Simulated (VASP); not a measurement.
# CdS (Hawleyite) (F-43m) in VASP: a series of runs

Runs on CdS (Hawleyite). Level: PBEsol. Tasks: single point.

Everything below comes from runs of VASP 6.6.1. Logs are shortened: lines on timing, memory, paths and dates and some standing lists are left out, and cuts for length are marked.

## Step 1: The cell of the first run

Symmetry: F-43m, No. 216, cubic system. The conventional cell has a = 5.872 Å, b = 5.872 Å, c = 5.872 Å, α = 90.00°, β = 90.00°, γ = 90.00°. Cd (site symmetry -43m) has 4 S at 2.54 Å within 3.4 Å. Within 3.4 Å of S (site symmetry -43m) lie 4 Cd at 2.54 Å.

## Step 2: Single point, PBEsol

INCAR reads:

```
PREC     = Accurate       # precision mode
ENCUT    = 520            # plane-wave cutoff, eV
EDIFF    = 1E-6           # SCF threshold, eV
ISMEAR   = -1             # smearing method
SIGMA    = 0.02           # smearing width, eV
LREAL    = F              # projectors in reciprocal space
LASPH    = T              # aspherical terms in the spheres
NELM     = 60             # most SCF steps
ALGO     = Normal         # electronic algorithm
ISIF     = 2              # what is computed and relaxed
LWAVE    = F              # write WAVECAR
LCHARG   = T              # write CHGCAR
GGA      = PS             # functional
LELF     = T              # ELF
LVHAR    = T            
NBANDS   = 16             # bands
```

KPOINTS reads:

```
regular mesh
0
Gamma
  6 6 6
```

POSCAR reads:

```
CdS
1.0
    0.0000000000      2.9358151324      2.9358151324
    2.9358151324      0.0000000000      2.9358151324
    2.9358151324      2.9358151324      0.0000000000
Cd S
1 1
Direct
    0.0000000000      0.0000000000      0.0000000000
    0.2500000000      0.2500000000      0.2500000000
```

Potentials or basis: VASP PAW PBE potentials, release 64 (Cd, S).

Run with:

```console
> cat potpaw_PBE.64/Cd/POTCAR potpaw_PBE.64/S/POTCAR > POTCAR
> mpirun -np 1 vasp_std > vasp.out
```

OUTCAR:

```text
PREC = Accurate
   ENCUT = 520
   EDIFF = 1E-6
   ISMEAR = -1
   LREAL = F
   LASPH = T
   NELM = 60
   ISIF = 2
   GGA = PS

 ion  position               nearest neighbor table
   1  0.000  0.000  0.000-   2 2.54   2 2.54   2 2.54   2 2.54
   2  0.250  0.250  0.250-   1 2.54   1 2.54   1 2.54   1 2.54

  LATTYP: Found a face centered cubic cell.
 ALAT       =     5.8716302648

  Lattice vectors:

 A1 = (   0.0000000000,   2.9358151324,   2.9358151324)
 A2 = (   2.9358151324,   0.0000000000,   2.9358151324)
 A3 = (   2.9358151324,   2.9358151324,   0.0000000000)

Analysis of symmetry for initial positions (statically):
=====================================================================
 Subroutine PRICEL returns:
 Original cell was already a primitive cell.

 Routine SETGRP: Setting up the symmetry group for a
 face centered cubic supercell.

 Subroutine GETGRP returns: Found 24 space group operations
 (whereof 24 operations were pure point group operations)
 out of a pool of 48 trial point group operations.

The static configuration has the point symmetry T_d .

Analysis of symmetry for dynamics (positions and initial velocities):
=====================================================================
 Subroutine PRICEL returns:
 Original cell was already a primitive cell.

 Routine SETGRP: Setting up the symmetry group for a
 face centered cubic supercell.

 Subroutine GETGRP returns: Found 24 space group operations
 (whereof 24 operations were pure point group operations)
 out of a pool of 48 trial point group operations.

The dynamic configuration has the point symmetry T_d .

 Subroutine INISYM returns: Found 24 space group operations
 (whereof 24 operations are pure point group operations),
 and found     1 'primitive' translations

----------------------------------------------------------------------------------------

                                     Primitive cell

  volume of cell :      50.6076

  direct lattice vectors                    reciprocal lattice vectors
     0.000000000  2.935815132  2.935815132    -0.170310451  0.170310451  0.170310451
     2.935815132  0.000000000  2.935815132     0.170310451 -0.170310451  0.170310451
     2.935815132  2.935815132  0.000000000     0.170310451  0.170310451 -0.170310451

  length of vectors
     4.151869577  4.151869577  4.151869577     0.294986355  0.294986355  0.294986355

  position of ions in fractional coordinates (direct lattice)
     0.000000000  0.000000000  0.000000000
     0.250000000  0.250000000  0.250000000

  ion indices of the primitive-cell ions
   primitive index   ion index
                 1           1
                 2           2

----------------------------------------------------------------------------------------

 KPOINTS: regular mesh

Automatic generation of k-mesh.
 Grid dimensions read from file:
 generate k-points for:    6    6    6

 Generating k-lattice:

  Cartesian coordinates                     Fractional coordinates (reciprocal lattice)
    -0.028385075  0.028385075  0.028385075     0.166666667  0.000000000  0.000000000
     0.028385075 -0.028385075  0.028385075     0.000000000  0.166666667  0.000000000
     0.028385075  0.028385075 -0.028385075     0.000000000  0.000000000  0.166666667

  Length of vectors
     0.049164392  0.049164392  0.049164392

  Shift w.r.t. Gamma in fractional coordinates (k-lattice)
     0.000000000  0.000000000  0.000000000

 Subroutine IBZKPT returns following result:
 ===========================================

 Found     16 irreducible k-points:

 Following reciprocal coordinates:
            Coordinates               Weight
  0.000000  0.000000  0.000000      1.000000
  0.166667  0.000000  0.000000      8.000000
  0.333333  0.000000  0.000000      8.000000
  0.500000  0.000000  0.000000      4.000000
  0.166667  0.166667  0.000000      6.000000
  0.333333  0.166667  0.000000     24.000000
[... 8 lines left out ...]
 -0.333333  0.333333  0.166667     24.000000
 -0.333333  0.500000  0.166667     12.000000
   k-points           NKPTS =     16   k-points in BZ     NKDIM =     16   number of bands    NBANDS=     16
   number of dos      NEDOS =    301   number of ions     NIONS =      2
   total plane-waves  NPLWV =  32768
   dimension x,y,z NGX =    32 NGY =   32 NGZ =   32
   dimension x,y,z NGXF=    64 NGYF=   64 NGZF=   64
   ions per type =               1   1
   NGX,Y,Z   is equivalent  to a cutoff of  12.81, 12.81, 12.81 a.u.
   NGXF,Y,Z  is equivalent  to a cutoff of  25.63, 25.63, 25.63 a.u.
 SYSTEM =  unknown system
   PREC   = accura    normal or accurate (medium, high low for compatibility)
   ISTART =      0    job   : 0-new  1-cont  2-samecut
   ICHARG =      2    charge: 1-file 2-atom 10-const
   ISPIN  =      1    spin polarized calculation?
   LNONCOLLINEAR =      F non collinear calculations
   LSORBIT =      F    spin-orbit coupling
   LASPH  =      T    aspherical Exc in radial PAW
   ENCUT  =  520.0 eV  38.22 Ry    6.18 a.u.   7.72  7.72  7.72*2*pi/ulx,y,z
   NELM   =     60;   NELMIN=  2; NELMDL= -5     # of ELM steps
   EDIFF  = 0.1E-05   stopping-criterion for ELM
   LREAL  =      F    real-space projection
   EDIFFG = 0.1E-04   stopping-criterion for IOM
   NSW    =      0    number of steps for IOM
   IBRION =     -1    ionic relax: 0-MD 1-quasi-New 2-CG
   NFREE  =      0    steps in history (QN), initial steepest desc. (CG)
   ISIF   =      2    stress and relaxation
   ISYM   =      2    0-nonsym 1-usesym 2-fastsym
   POTIM  = 0.5000    time-step for ionic-motion
   TEBEG  =    0.0;   TEEND  =   0.0 temperature during run
   PSTRESS=    0.0 pullay stress
   NELECT =      18.0000    total number of electrons
   NUPDOWN=      -1.0000    fix difference up-down
   EMIN   =  10.00;   EMAX   =-10.00  energy-range for DOS
   EFERMI =   0.00;   METHOD = LEGACY
   ISMEAR =    -1;   SIGMA  =   0.02  broadening in eV -4-tet -1-fermi 0-gaus
   EFERMI_NEDOS =   21; number of points for ismear=-14 and -15
   IALGO  =     38    algorithm
   IMIX   =      4    mixing-type and parameters
     AMIX     =   0.40;   BMIX     =  1.00
     AMIX_MAG =   1.60;   BMIX_MAG =  1.00
  volume/ion in A,a.u.               =      25.30       170.76
  Fermi-wavevector in a.u.,A,eV,Ry     =   1.159917  2.191926 18.305384  1.345408
  Thomas-Fermi vector in A             =   2.296505
   LORBIT       =      0    0 simple, 1 ext, 2 COOP (PROOUT), +10 PAW based schemes
   GGA     = PS    functional components
   LHFCALC =     F    Hartree Fock is set to
   AEXX    =    0.0000 exact exchange contribution
   IVDW    =     0    specifies the selected vdW correction
   LEPSILON=     F    determine dielectric tensor
   LRPA    =     F    only Hartree local field effects (RPA)
 non-spin polarized calculation
  energy-cutoff  :      520.00
  volume of cell :       50.61
 maximum number of plane-waves:      1380
   NGX = 15   NGY = 15   NGZ = 15

 number of electron      18.0000005 magnetization

 Free energy of the ion-electron system (eV)
  ---------------------------------------------------
  ext. energy  EPLUGINS =         0.00000000
  ---------------------------------------------------
  free energy    TOTEN  =        -6.80824208 eV

  energy without entropy =       -6.80824208  energy(sigma->0) =       -6.80824208

 E-fermi :   1.4809     XC(G=0):  -9.2845

 val. band max:        1.0464413969   @ k =   0.0000   0.0000   0.0000
 cond. band min:       2.0116835440   @ k =   0.0000   0.0000   0.0000
 fundamental gap:      0.9652421471
 Fermi energy:         1.4809386231

 k-point     1 :       0.0000    0.0000    0.0000
  band No.  band energies     occupation
      1     -11.2168      2.00000
      2      -6.6131      2.00000
      3      -6.6131      2.00000
      4      -6.6131      2.00000
      5      -6.1520      2.00000
      6      -6.1520      2.00000
[... 8 lines left out ...]
     15      12.4597      0.00000
     16      12.4597      0.00000

 k-point     2 :       0.1667    0.0000    0.0000
  band No.  band energies     occupation
      1     -11.1123      2.00000
      2      -6.5768      2.00000
      3      -6.5768      2.00000
      4      -6.5171      2.00000
      5      -6.1528      2.00000
      6      -6.1528      2.00000
[... 8 lines left out ...]
     15      11.6397      0.00000
     16      12.6114      0.00000

 k-point     3 :       0.3333    0.0000    0.0000
  band No.  band energies     occupation
      1     -10.9018      2.00000
      2      -6.5177      2.00000
      3      -6.5177      2.00000
      4      -6.1598      2.00000
      5      -6.1362      2.00000
      6      -6.1362      2.00000
[... 8 lines left out ...]
     15      12.0486      0.00000
     16      12.0486      0.00000

 k-point     4 :       0.5000    0.0000    0.0000
  band No.  band energies     occupation
      1     -10.7971      2.00000
      2      -6.4974      2.00000
      3      -6.4974      2.00000
      4      -6.1161      2.00000
      5      -6.1161      2.00000
      6      -5.7881      2.00000
[... 8 lines left out ...]
     15      13.5038      0.00000
     16      13.5038      0.00000
[... 172 lines left out ...]
 k-point    14 :       0.5000    0.3333    0.1667
  band No.  band energies     occupation
      1     -10.7676      2.00000
      2      -6.4318      2.00000
      3      -6.4237      2.00000
      4      -6.2451      2.00000
      5      -6.1141      2.00000
      6      -5.8720      2.00000
[... 8 lines left out ...]
     15      13.8831      0.00000
     16      14.1661      0.00000

 k-point    15 :      -0.3333    0.3333    0.1667
  band No.  band energies     occupation
      1     -10.7012      2.00000
      2      -6.4281      2.00000
      3      -6.3866      2.00000
      4      -6.1921      2.00000
      5      -6.1345      2.00000
      6      -5.6181      2.00000
[... 8 lines left out ...]
     15      13.3493      0.00000
     16      14.2657      0.00000

 k-point    16 :      -0.3333    0.5000    0.1667
  band No.  band energies     occupation
      1     -10.6687      2.00000
      2      -6.3932      2.00000
      3      -6.3522      2.00000
      4      -6.2275      2.00000
      5      -6.1117      2.00000
      6      -5.5892      2.00000
[... 8 lines left out ...]
     15      14.1623      0.00000
     16      14.1795      0.00000

------------------------ aborting loop because EDIFF is reached ----------------------------------------

  FORCE on cell =-STRESS in cart. coord.  units (eV):
  Direction    XX          YY          ZZ          XY          YZ          ZX
  --------------------------------------------------------------------------------------
  -------------------------------------------------------------------------------------
  Total       -0.3306695     -0.3306695     -0.3306695      0.0000000      0.0000000      0.0000000
  in kB      -10.4686012    -10.4686012    -10.4686012      0.0000000      0.0000000      0.0000000
  external PRESSURE =     -10.4686012 kB  Pullay stress =       0.0000000 kB

 VOLUME and BASIS-vectors are now :
 -----------------------------------------------------------------------------
  energy-cutoff  :      520.00
  volume of cell :       50.61
      direct lattice vectors                 reciprocal lattice vectors
     0.000000000  2.935815132  2.935815132    -0.170310451  0.170310451  0.170310451
     2.935815132  0.000000000  2.935815132     0.170310451 -0.170310451  0.170310451
     2.935815132  2.935815132  0.000000000     0.170310451  0.170310451 -0.170310451

 POSITION                                       TOTAL-FORCE (eV/Angst)
 -----------------------------------------------------------------------------------
      0.00000      0.00000      0.00000        -0.000000     -0.000000     -0.000000
      1.46791      1.46791      1.46791         0.000000      0.000000      0.000000
 -----------------------------------------------------------------------------------
    total drift:                               -0.000000     -0.000000     -0.000000

  FREE ENERGIE OF THE ION-ELECTRON SYSTEM (eV)
  ---------------------------------------------------
  free  energy   TOTEN  =        -6.8082420816 eV

  energy  without entropy=       -6.8082420816  energy(sigma->0) =       -6.80824208
```

Run time: 11 s. Hardware: 1 thread of Intel Xeon Platinum 8375C at 2.90GHz (Ice Lake), shared host; peak memory 0.17 GiB.

Results:

| Quantity | Value |
| --- | --- |
| Free energy | -6.8082 eV |
| Pressure | -1.0 GPa |
| Band gap on the k mesh | 0.97 eV, direct |

Caveat: the PAW data sets were made with another functional, which shifts forces and pressure a little. A hybrid or GW would open this gap; PBEsol tends to underestimate it.

## Step 3: Single point, PBEsol

This run uses another cell than the first one, of 25.80 Å³/atom, 1.020 times its volume.

INCAR reads:

```
SYSTEM = CdS
PREC = Accurate
ENCUT = 520
EDIFF = 1E-7
ISMEAR = -1
SIGMA = 0.02
LREAL = .FALSE.
LASPH = .TRUE.
NELM = 100
ALGO = Normal
ISIF = 2
LWAVE = .FALSE.
LCHARG = .TRUE.
GGA = PS
LELF = .TRUE.
LVHAR = .TRUE.
NBANDS = 16
```

KPOINTS reads:

```
Automatic mesh
0
G
  6 6 6
  0 0 0
```

POSCAR reads:

```
CdS
1.0
    0.0000000000      2.9548794012      2.9548794012
    2.9548794012      0.0000000000      2.9548794012
    2.9548794012      2.9548794012      0.0000000000
Cd S
1 1
Direct
    0.0000000000      0.0000000000      0.0000000000
    0.2500000000      0.2500000000      0.2500000000
```

Potentials or basis: VASP PAW PBE potentials, release 64 (Cd, S).

Run with:

```console
> cat potpaw_PBE.64/Cd/POTCAR potpaw_PBE.64/S/POTCAR > POTCAR
> mpirun -np 1 vasp_std > vasp.out
```

Wall time 12 s (1 thread of Intel Xeon Platinum 8375C at 2.90GHz (Ice Lake), shared host); peak memory 0.17 GiB.

Results (log left out):

| Quantity | Value |
| --- | --- |
| Free energy | -6.7987 eV |
| Pressure | -2.1 GPa |
| Band gap on the k mesh | 0.92 eV, direct |

Levels at points of the mesh, in eV from the valence-band top:
```tsv
k point	band 5	band 6	band 7	band 8	band 9	band 10	band 11	band 12	band 13	band 14
(0.00, 0.00, 0.00)	-7.16	-7.16	0.00	0.00	0.00	0.92	6.45	6.45	6.45	10.99
(0.50, 0.00, 0.00)	-7.12	-6.81	-4.25	-0.71	-0.71	2.83	6.91	6.91	7.21	10.75
(0.50, 0.50, 0.00)	-7.08	-6.75	-3.85	-1.78	-1.78	3.46	4.20	8.91	10.44	10.44
```

Caveat: the PAW data sets were made with another functional, which shifts forces and pressure a little.

## Step 4: Single point, PBEsol

This run uses another cell than the first one, of 26.30 Å³/atom, 1.039 times its volume.

INCAR reads:

```
PREC     = Accurate       # precision mode
ENCUT    = 520            # plane-wave cutoff, eV
EDIFF    = 1E-6           # SCF threshold, eV
ISMEAR   = -1             # smearing method
SIGMA    = 0.02           # smearing width, eV
LREAL    = F              # projectors in reciprocal space
LASPH    = T              # aspherical terms in the spheres
NELM     = 80             # most SCF steps
ALGO     = Normal         # electronic algorithm
ISIF     = 2              # what is computed and relaxed
LWAVE    = F              # write WAVECAR
LCHARG   = F              # write CHGCAR
GGA      = PS             # functional
NBANDS   = 16             # bands
```

KPOINTS reads:

```
regular mesh
0
Gamma
  6 6 6
```

POSCAR reads:

```
CdS
1.0
    0.0000000000      2.9737007966      2.9737007966
    2.9737007966      0.0000000000      2.9737007966
    2.9737007966      2.9737007966      0.0000000000
Cd S
1 1
Direct
    0.0000000000      0.0000000000      0.0000000000
    0.2500000000      0.2500000000      0.2500000000
```

Run with:

```console
> cat potpaw_PBE.64/Cd/POTCAR potpaw_PBE.64/S/POTCAR > POTCAR
> mpirun -np 1 vasp_std > vasp.out
```

Wall time 11 s (1 thread of Intel Xeon Platinum 8375C at 2.90GHz (Ice Lake), shared host); peak memory 0.17 GiB.

It converged, with:

- Free energy: -6.7829 eV
- Pressure: -3.0 GPa
- Band gap on the k mesh: 0.88 eV, direct

Levels at points of the mesh, in eV from the valence-band top:
```csv
k point,band 6,band 7,band 8,band 9,band 10,band 11,band 12,band 13
"(0.00, 0.00, 0.00)",-7.12,0.00,0.00,0.00,0.88,6.45,6.45,6.45
"(0.50, 0.00, 0.00)",-6.79,-4.14,-0.68,-0.68,2.80,6.90,6.90,7.15
"(0.50, 0.50, 0.00)",-6.73,-3.76,-1.72,-1.72,3.49,4.17,8.84,10.32
```

Caveat: the PAW data sets were made with another functional, which shifts forces and pressure a little.

## Step 5: Overview

```csv
cell,gap on the mesh (eV),pressure (GPa)
"a = 4.152 Å, angles 60.0°, 2 atoms",0.97,-1.0
"a = 4.179 Å, angles 60.0°, 2 atoms",0.92,-2.1
"a = 4.205 Å, angles 60.0°, 2 atoms",0.88,-3.0
```

Alike in all rows: task single point; level PBEsol; potentials or basis VASP PAW PBE potentials, release 64 (Cd, S); no spin polarisation; k mesh 6 × 6 × 6; cutoff (eV) 520; smearing fermi-dirac 0.02 eV.

Caveats: the PAW data sets were made with another functional, which shifts forces and pressure a little.

Absolute energies hang on the potentials; compare differences alone.
